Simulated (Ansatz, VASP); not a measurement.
GeCN2: VASP beside Ansatz

Contents of INCAR:

```
SYSTEM = GeCN2
ALGO = Normal
EDIFF = 1E-6
ENCUT = 520
GGA = PE
ISIF = 2
ISMEAR = 0
LASPH = .TRUE.
LCHARG = .FALSE.
LREAL = .FALSE.
LWAVE = .FALSE.
NBANDS = 22
NELM = 60
PREC = Accurate
SIGMA = 0.01
```

Contents of KPOINTS:

```
k-points
0
G
  6 6 6
  0 0 0
```

The input POSCAR:

```
GeCN2
1.0
    1.7937900000      1.0356450000      4.9219570000
   -1.7937900000      1.0356450000      4.9219570000
    0.0000000000     -2.0712910000      4.9219570000
Ge C N
1 1 2
Direct
    0.0000000000      0.0000000000      0.0000000000
    0.5000000000      0.5000000000      0.5000000000
    0.4160960000      0.4160960000      0.4160960000
    0.5839040000      0.5839040000      0.5839040000
```

Input for Ansatz:

```yaml
crystal:
  lattice:
    - [1.79379, 1.035645, 4.921957]
    - [-1.79379, 1.035645, 4.921957]
    - [0.0, -2.071291, 4.921957]
  atoms:
    - { symbol: Ge, position: [0.0, 0.0, 0.0] }
    - { symbol: C, position: [0.5, 0.5, 0.5] }
    - { symbol: "N", position: [0.416096, 0.416096, 0.41609599999999997] }
    - { symbol: "N", position: [0.583904, 0.583904, 0.5839039999999999] }
kpoints:
  mp_grid:
    grid: [6, 6, 6]
hamiltonian:
  xc: pbe
  pseudopotentials:
    kind: paw
scf:
  occupations:
    method: fixed
output:
  forces: true
  stress: true
  eigenvalues: true
```

Alike in both runs: task single point; functional PBE; k mesh 6 × 6 × 6; no spin polarisation.

|  | VASP | Ansatz |
| --- | --- | --- |
| version | VASP 6.6.1 | Ansatz 0.2.0 |
| potentials or method | VASP PAW PBE potentials, release 64 (Ge_d, C, N) | plane waves, PAW |
| plane-wave cutoff (eV) | 520 | 420 |
| occupations | gaussian, width 0.01 eV | fixed |
| valence electrons in the cell | 28 | 28 |

VASP gave:

```
gap on the k mesh at the Fermi level (eV)                     : 1.04
pressure (GPa)                                                : 0.1
traceless stress, the component that is largest in VASP (GPa) : 0.31
rms of the force components (eV/Å)                            : 0.030
```

Problem. Which values does Ansatz return?

Solution. gap on the k mesh at the Fermi level (eV): 1.04; pressure (GPa): 0.0; traceless stress, the component that is largest in VASP (GPa): -0.20; rms of the force components (eV/Å): 0.008.

Atom by atom the forces differ by 0.037 eV/Å (rms over components).

Noted on VASP's run: the standard files for N, O and F lose accuracy on very short bonds.
